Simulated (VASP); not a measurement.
Input of a VASP 6.6.1 run:

The input INCAR:

```
PREC = Accurate ; ENCUT = 520
EDIFF = 1E-7 ; ISMEAR = -1
SIGMA = 0.03 ; LREAL = False
LASPH = True ; NELM = 80
ALGO = Normal ; ISIF = 2
LWAVE = False ; LCHARG = False
GGA = CA ; NBANDS = 16
```

Contents of KPOINTS:

```
Automatic mesh
0
Gamma
  8 8 8
```

Contents of POSCAR:

```
ZnSe
1.0
    0.0000000000      2.7771240000      2.8338000000
    2.7771240000      0.0000000000      2.8338000000
    2.7771240000      2.7771240000      0.0000000000
Zn Se
1 1
Direct
    0.0000000000      0.0000000000      0.0000000000
    0.7500000000      0.7500000000      0.7500000000
```

Potentials or basis: VASP PAW LDA potentials, release 64 (Zn, Se).

The run is started by

```console
$ cat potpaw_LDA.64/Zn/POTCAR potpaw_LDA.64/Se/POTCAR > POTCAR
$ mpirun -np 1 vasp_std > vasp.out
```

**Question.** What does it give for the pressure?

**Answer.** -0.6 GPa.

**Question.** Predict the band gap on the k mesh.

**Answer.** 1.21 eV, direct.

Stress tensor (GPa, compression positive):
```
-0.29  0.00  0.00
 0.00 -0.29  0.00
 0.00  0.00 -1.10
```

Caveat: the cell differs from its parent crystal (equal xx and yy strain of -2 %).
